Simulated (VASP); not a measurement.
Here is a VASP 6.6.1 calculation.

INCAR

```
SYSTEM = Be3F2
ALGO     = Normal         ! electronic algorithm
EDIFF    = 1E-6           ! SCF threshold, eV
ENCUT    = 520            ! plane-wave cutoff, eV
GGA      = PE             ! functional
ISIF     = 2              ! what is computed and relaxed
ISMEAR   = 0              ! smearing method
LASPH    = .TRUE.         ! aspherical terms in the spheres
LCHARG   = .TRUE.         ! write CHGCAR
LELF     = .TRUE.         ! ELF
LREAL    = .FALSE.        ! projectors in reciprocal space
LVHAR    = .TRUE.       
LWAVE    = .FALSE.        ! write WAVECAR
NBANDS   = 18             ! bands
NELM     = 80             ! most SCF steps
PREC     = Accurate       ! precision mode
SIGMA    = 0.1            ! smearing width, eV
```

The input KPOINTS:

```
k-points
0
G
  6 6 4
  0 0 0
```

Contents of POSCAR:

```
Be3F2
1.0
    2.1056272900     -2.0485299400      0.0000000000
    2.1056272900      2.0485299400      0.0000000000
   -1.0696551800      0.0000000000      4.2132422900
Be F
3 2
Direct
    0.2988999900      0.2988999900      0.2614999900
    0.7011000100      0.7011000100      0.7385000100
    0.5000000000      0.5000000000      0.5000000000
    0.8087000100      0.8087000100      0.2011000000
    0.1912999900      0.1912999900      0.7989000000
```

Potentials or basis: VASP PAW PBE potentials, release 64 (Be, F).

The run is started by

```sh
$ cat potpaw_PBE.64/Be/POTCAR potpaw_PBE.64/F/POTCAR > POTCAR
$ mpirun -np 1 vasp_std > vasp.out
```

Problem. What does it give for the largest force?

Solution. 29.262 eV/Å.

Problem. Estimate the pressure.

Solution. 115.3 GPa.

Stress tensor (GPa, compression positive):
```
 81.16   0.00 127.56
  0.00  22.59   0.00
127.56   0.00 242.16
```

Caveat: the k points lie up to 0.37 Å⁻¹ apart; forces of over 1 eV/Å act on the atoms, so gaps and moduli don't describe the material at rest.
